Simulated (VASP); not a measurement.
# MnSb (Fm-3m) in VASP: a series of runs

Runs on MnSb. Level: PBE. Tasks: single point.

All numbers are computed with VASP 6.6.1; they aren't measurements. Logs are shortened: lines on timing, memory, paths and dates and some standing lists are left out, and cuts for length are marked.

## 1. The cell of the first run

Symmetry: Fm-3m, No. 225, cubic system. Conventional cell: a = 5.590 Å, b = 5.590 Å, c = 5.590 Å, α = 90.00°, β = 90.00°, γ = 90.00°. Mn (site symmetry m-3m) has 6 Sb at 2.80 Å within 3.7 Å. Sb (site symmetry m-3m) has 6 Mn at 2.80 Å within 3.7 Å.

## 2. Single point, PBE, collinear spin, ferromagnetic start

Input file INCAR:

```
  PREC = Accurate
  ENCUT = 520
  EDIFF = 1E-6
  ISMEAR = -1
  SIGMA = 0.08
  LREAL = F
  LASPH = T
  NELM = 150
  ALGO = Normal
  ISIF = 2
  LWAVE = F
  LCHARG = T
  ISPIN = 2
  MAGMOM = 4.22 0
  LORBIT = 11
  NUPDOWN = 4.22
  LMAXMIX = 4
  GGA = PE
  LELF = T
  LVHAR = T
  NBANDS = 20
```

Input file KPOINTS:

```
Automatic mesh
0
Gamma
  12 12 12
```

Input file POSCAR:

```
MnSb
1.0
    0.0000000000      2.7950160000      2.7950160000
    2.7950160000      0.0000000000      2.7950160000
    2.7950160000      2.7950160000      0.0000000000
Mn Sb
1 1
Direct
    0.0000000000      0.0000000000      0.0000000000
    0.5000000000      0.5000000000      0.5000000000
```

Potentials or basis: VASP PAW PBE potentials, release 64 (Mn_pv, Sb).

Command:

```bash
$ cat potpaw_PBE.64/Mn_pv/POTCAR potpaw_PBE.64/Sb/POTCAR > POTCAR
$ mpirun -np 1 vasp_std > vasp.out
```

OUTCAR:

```text
PREC = Accurate
   ENCUT = 520
   EDIFF = 1E-6
   ISMEAR = -1
   LREAL = F
   LASPH = T
   NELM = 150
   ISIF = 2
   ISPIN = 2
   LORBIT = 11
   NUPDOWN = 4.22
   GGA = PE

 ion  position               nearest neighbor table
   1  0.000  0.000  0.000-   2 2.80   2 2.80   2 2.80   2 2.80   2 2.80   2 2.80
   2  0.500  0.500  0.500-   1 2.80   1 2.80   1 2.80   1 2.80   1 2.80   1 2.80

  LATTYP: Found a face centered cubic cell.
 ALAT       =     5.5900320000

  Lattice vectors:

 A1 = (   0.0000000000,   2.7950160000,   2.7950160000)
 A2 = (   2.7950160000,   0.0000000000,   2.7950160000)
 A3 = (   2.7950160000,   2.7950160000,   0.0000000000)

Analysis of symmetry for initial positions (statically):
=====================================================================
 Subroutine PRICEL returns:
 Original cell was already a primitive cell.

 Routine SETGRP: Setting up the symmetry group for a
 face centered cubic supercell.

 Subroutine GETGRP returns: Found 48 space group operations
 (whereof 48 operations were pure point group operations)
 out of a pool of 48 trial point group operations.

The static configuration has the point symmetry O_h .

Analysis of symmetry for dynamics (positions and initial velocities):
=====================================================================
 Subroutine PRICEL returns:
 Original cell was already a primitive cell.

 Routine SETGRP: Setting up the symmetry group for a
 face centered cubic supercell.

 Subroutine GETGRP returns: Found 48 space group operations
 (whereof 48 operations were pure point group operations)
 out of a pool of 48 trial point group operations.

The dynamic configuration has the point symmetry O_h .

Analysis of structural, dynamic, and magnetic symmetry:
=====================================================================
 Subroutine PRICEL returns:
 Original cell was already a primitive cell.

 Routine SETGRP: Setting up the symmetry group for a
 face centered cubic supercell.

 Subroutine GETGRP returns: Found 48 space group operations
 (whereof 48 operations were pure point group operations)
 out of a pool of 48 trial point group operations.

The overall configuration has the point symmetry O_h .

 Subroutine INISYM returns: Found 48 space group operations
 (whereof 48 operations are pure point group operations),
 and found     1 'primitive' translations

----------------------------------------------------------------------------------------

                                     Primitive cell

  volume of cell :      43.6700

  direct lattice vectors                    reciprocal lattice vectors
     0.000000000  2.795016000  2.795016000    -0.178889853  0.178889853  0.178889853
     2.795016000  0.000000000  2.795016000     0.178889853 -0.178889853  0.178889853
     2.795016000  2.795016000  0.000000000     0.178889853  0.178889853 -0.178889853

  length of vectors
     3.952749534  3.952749534  3.952749534     0.309846314  0.309846314  0.309846314

  position of ions in fractional coordinates (direct lattice)
     0.000000000  0.000000000  0.000000000
     0.500000000  0.500000000  0.500000000

  ion indices of the primitive-cell ions
   primitive index   ion index
                 1           1
                 2           2

----------------------------------------------------------------------------------------

 KPOINTS: Automatic mesh

Automatic generation of k-mesh.
 Grid dimensions read from file:
 generate k-points for:   12   12   12

 Generating k-lattice:

  Cartesian coordinates                     Fractional coordinates (reciprocal lattice)
    -0.014907488  0.014907488  0.014907488     0.083333333  0.000000000  0.000000000
     0.014907488 -0.014907488  0.014907488     0.000000000  0.083333333  0.000000000
     0.014907488  0.014907488 -0.014907488     0.000000000  0.000000000  0.083333333

  Length of vectors
     0.025820526  0.025820526  0.025820526

  Shift w.r.t. Gamma in fractional coordinates (k-lattice)
     0.000000000  0.000000000  0.000000000

 Subroutine IBZKPT returns following result:
 ===========================================

 Found     72 irreducible k-points:

 Following reciprocal coordinates:
            Coordinates               Weight
  0.000000  0.000000  0.000000      1.000000
  0.083333  0.000000  0.000000      8.000000
  0.166667  0.000000  0.000000      8.000000
  0.250000  0.000000  0.000000      8.000000
  0.333333  0.000000  0.000000      8.000000
  0.416667  0.000000  0.000000      8.000000
[... 16 lines left out ...]
  0.500000  0.166667  0.000000     24.000000
 -0.416667  0.166667  0.000000     24.000000
 [... further k-points ...]
   k-points           NKPTS =     72   k-points in BZ     NKDIM =     72   number of bands    NBANDS=     20
   number of dos      NEDOS =    301   number of ions     NIONS =      2
   total plane-waves  NPLWV =  27000
   dimension x,y,z NGX =    30 NGY =   30 NGZ =   30
   dimension x,y,z NGXF=    60 NGYF=   60 NGZF=   60
   ions per type =               1   1
   NGX,Y,Z   is equivalent  to a cutoff of  12.62, 12.62, 12.62 a.u.
   NGXF,Y,Z  is equivalent  to a cutoff of  25.23, 25.23, 25.23 a.u.
 SYSTEM =  unknown system
   PREC   = accura    normal or accurate (medium, high low for compatibility)
   ISTART =      0    job   : 0-new  1-cont  2-samecut
   ICHARG =      2    charge: 1-file 2-atom 10-const
   ISPIN  =      2    spin polarized calculation?
   LNONCOLLINEAR =      F non collinear calculations
   LSORBIT =      F    spin-orbit coupling
   LASPH  =      T    aspherical Exc in radial PAW
   ENCUT  =  520.0 eV  38.22 Ry    6.18 a.u.   7.35  7.35  7.35*2*pi/ulx,y,z
   NELM   =    150;   NELMIN=  2; NELMDL= -5     # of ELM steps
   EDIFF  = 0.1E-05   stopping-criterion for ELM
   LREAL  =      F    real-space projection
   EDIFFG = 0.1E-04   stopping-criterion for IOM
   NSW    =      0    number of steps for IOM
   IBRION =     -1    ionic relax: 0-MD 1-quasi-New 2-CG
   NFREE  =      0    steps in history (QN), initial steepest desc. (CG)
   ISIF   =      2    stress and relaxation
   ISYM   =      2    0-nonsym 1-usesym 2-fastsym
   POTIM  = 0.5000    time-step for ionic-motion
   TEBEG  =    0.0;   TEEND  =   0.0 temperature during run
   PSTRESS=    0.0 pullay stress
   NELECT =      18.0000    total number of electrons
   NUPDOWN=       4.2200    fix difference up-down
   EMIN   =  10.00;   EMAX   =-10.00  energy-range for DOS
   EFERMI =   0.00;   METHOD = LEGACY
   ISMEAR =    -1;   SIGMA  =   0.08  broadening in eV -4-tet -1-fermi 0-gaus
   EFERMI_NEDOS =   21; number of points for ismear=-14 and -15
   IALGO  =     38    algorithm
   IMIX   =      4    mixing-type and parameters
     AMIX     =   0.40;   BMIX     =  1.00
     AMIX_MAG =   1.60;   BMIX_MAG =  1.00
  volume/ion in A,a.u.               =      21.83       147.35
  Fermi-wavevector in a.u.,A,eV,Ry     =   1.218348  2.302344 20.196106  1.484372
  Thomas-Fermi vector in A             =   2.353638
   LORBIT       =     11    0 simple, 1 ext, 2 COOP (PROOUT), +10 PAW based schemes
   GGA     = PE    functional components
   LHFCALC =     F    Hartree Fock is set to
   AEXX    =    0.0000 exact exchange contribution
   IVDW    =     0    specifies the selected vdW correction
   LEPSILON=     F    determine dielectric tensor
   LRPA    =     F    only Hartree local field effects (RPA)
 spin polarized calculation
  energy-cutoff  :      520.00
  volume of cell :       43.67
 maximum number of plane-waves:      1243
 NGX is ok and might be reduce to    30
   NGX = 15   NGY = 15   NGZ = 15

 number of electron      17.9999988 magnetization       4.2199995

 Free energy of the ion-electron system (eV)
  ---------------------------------------------------
  ext. energy  EPLUGINS =         0.00000000
  ---------------------------------------------------
  free energy    TOTEN  =       -12.76479871 eV

  energy without entropy =      -12.74781640  energy(sigma->0) =      -12.75630755

 E-fermi :   6.8409     XC(G=0): -10.5721

 val. band max:        7.9071009371   @ k =   0.4167   0.1667   0.0833
 cond. band min:       6.8613086629   @ k =   0.2500   0.1667   0.0000
 fundamental gap:     -1.0457922742
 Fermi energy:         7.9346452009

 spin component 1

 k-point     1 :       0.0000    0.0000    0.0000
  band No.  band energies     occupation
      1     -42.8353      1.00000
      2     -42.8353      1.00000
      3     -42.8353      1.00000
      4      -3.9415      1.00000
      5       4.4086      1.00000
      6       4.4086      1.00000
[... 12 lines left out ...]
     19      17.0296      0.00000
     20      17.0296      0.00000

 k-point     2 :       0.0833    0.0000    0.0000
  band No.  band energies     occupation
      1     -42.8355      1.00000
      2     -42.8353      1.00000
      3     -42.8353      1.00000
      4      -3.8491      1.00000
      5       4.3630      1.00000
      6       4.4114      1.00000
[... 12 lines left out ...]
     19      16.5546      0.00000
     20      17.3932      0.00000

 k-point     3 :       0.1667    0.0000    0.0000
  band No.  band energies     occupation
      1     -42.8361      1.00000
      2     -42.8353      1.00000
      3     -42.8353      1.00000
      4      -3.5762      1.00000
      5       4.1849      1.00000
      6       4.3374      1.00000
[... 12 lines left out ...]
     19      16.5919      0.00000
     20      19.0527      0.00000

 k-point     4 :       0.2500    0.0000    0.0000
  band No.  band energies     occupation
      1     -42.8369      1.00000
      2     -42.8353      1.00000
      3     -42.8353      1.00000
      4      -3.1384      1.00000
      5       3.7072      1.00000
      6       4.1421      1.00000
[... 429 lines left out ...]
 k-point    23 :       0.5000    0.1667    0.0000
  band No.  band energies     occupation
      1     -42.8381      1.00000
      2     -42.8359      1.00000
      3     -42.8356      1.00000
      4      -1.7009      1.00000
      5       2.0328      1.00000
      6       3.6910      1.00000
[... 12 lines left out ...]
     19      21.1010      0.00000
     20      22.0896      0.00000

 k-point    24 :      -0.4167    0.1667    0.0000
  band No.  band energies     occupation
      1     -42.8382      1.00000
      2     -42.8360      1.00000
      3     -42.8355      1.00000
      4      -1.6098      1.00000
      5       1.9012      1.00000
      6       3.6828      1.00000
[... 12 lines left out ...]
     19      19.8045      0.00000
     20      23.4147      0.00000

 [... further k-points ...]

 spin component 2

 k-point     1 :       0.0000    0.0000    0.0000
  band No.  band energies     occupation
      1     -38.7354      1.00000
      2     -38.7354      1.00000
      3     -38.7354      1.00000
      4      -3.7350      1.00000
      5       7.7718      0.00001
      6       7.7718      0.00001
[... 12 lines left out ...]
     19      18.1663      0.00000
     20      18.1663      0.00000

 k-point     2 :       0.0833    0.0000    0.0000
  band No.  band energies     occupation
      1     -38.7357      1.00000
      2     -38.7354      1.00000
      3     -38.7354      1.00000
      4      -3.6456      1.00000
      5       7.4802      0.00034
      6       7.4802      0.00034
[... 12 lines left out ...]
     19      17.6321      0.00000
     20      18.3620      0.00000

 k-point     3 :       0.1667    0.0000    0.0000
  band No.  band energies     occupation
      1     -38.7365      1.00000
      2     -38.7354      1.00000
      3     -38.7354      1.00000
      4      -3.3826      1.00000
      5       6.3148      0.99861
      6       6.9598      0.18454
[... 12 lines left out ...]
     19      17.4767      0.00000
     20      19.5464      0.00000

 k-point     4 :       0.2500    0.0000    0.0000
  band No.  band energies     occupation
      1     -38.7376      1.00000
      2     -38.7354      1.00000
      3     -38.7354      1.00000
      4      -2.9638      1.00000
      5       4.9094      1.00000
      6       6.4850      0.98845
[... 429 lines left out ...]
 k-point    23 :       0.5000    0.1667    0.0000
  band No.  band energies     occupation
      1     -38.7393      1.00000
      2     -38.7362      1.00000
      3     -38.7358      1.00000
      4      -1.6153      1.00000
      5       2.6947      1.00000
      6       5.3014      1.00000
[... 12 lines left out ...]
     19      21.6500      0.00000
     20      22.6060      0.00000

 k-point    24 :      -0.4167    0.1667    0.0000
  band No.  band energies     occupation
      1     -38.7393      1.00000
      2     -38.7364      1.00000
      3     -38.7356      1.00000
      4      -1.5381      1.00000
      5       2.5715      1.00000
      6       5.2286      1.00000
[... 12 lines left out ...]
     19      20.5247      0.00000
     20      23.7882      0.00000

 [... further k-points ...]

------------------------ aborting loop because EDIFF is reached ----------------------------------------

  FORCE on cell =-STRESS in cart. coord.  units (eV):
  Direction    XX          YY          ZZ          XY          YZ          ZX
  --------------------------------------------------------------------------------------
  -------------------------------------------------------------------------------------
  Total        0.5219438      0.5219438      0.5219438      0.0000000     -0.0000000      0.0000000
  in kB       19.1492355     19.1492355     19.1492355      0.0000000     -0.0000000      0.0000000
  external PRESSURE =      19.1492355 kB  Pullay stress =       0.0000000 kB

 VOLUME and BASIS-vectors are now :
 -----------------------------------------------------------------------------
  energy-cutoff  :      520.00
  volume of cell :       43.67
      direct lattice vectors                 reciprocal lattice vectors
     0.000000000  2.795016000  2.795016000    -0.178889853  0.178889853  0.178889853
     2.795016000  0.000000000  2.795016000     0.178889853 -0.178889853  0.178889853
     2.795016000  2.795016000  0.000000000     0.178889853  0.178889853 -0.178889853

 POSITION                                       TOTAL-FORCE (eV/Angst)
 -----------------------------------------------------------------------------------
      0.00000      0.00000      0.00000        -0.000000     -0.000000     -0.000000
      2.79502      2.79502      2.79502         0.000000      0.000000      0.000000
 -----------------------------------------------------------------------------------
    total drift:                               -0.000000      0.000000      0.000000

  FREE ENERGIE OF THE ION-ELECTRON SYSTEM (eV)
  ---------------------------------------------------
  free  energy   TOTEN  =       -12.7647987104 eV

  energy  without entropy=      -12.7478163953  energy(sigma->0) =      -12.75630755

 total charge

# of ion       s       p       d       tot
------------------------------------------
    1        0.284   6.195   4.966  11.445
    2        1.146   1.307   0.034   2.487
--------------------------------------------------
tot          1.430   7.501   5.000  13.932

 magnetization (x)

# of ion       s       p       d       tot
------------------------------------------
    1        0.079   0.052   3.793   3.924
    2        0.019  -0.061   0.015  -0.027
--------------------------------------------------
tot          0.099  -0.010   3.808   3.897
```

Run time: 3.6 min. Hardware: 1 thread of Intel Xeon 8259CL, shared host; peak memory 0.26 GiB.

Results:

| Property | Result |
| --- | --- |
| Free energy | -12.7648 eV |
| Pressure | 1.9 GPa |
| Net moment | 4.22 μB per cell |
| Site moments | Mn +3.92; Sb -0.03 μB |
| Valence electrons inside the program's atomic spheres | Mn 11.45; Sb 2.49 |

Caveat: spin-orbit coupling is left out, which moves the levels of the heavy elements; the total moment is fixed, so each spin has its own Fermi level and the state may be an excited one; a cell with one magnetic atom can't hold antiferromagnetic order, which such compounds often take.

[end of part 1 of 2]
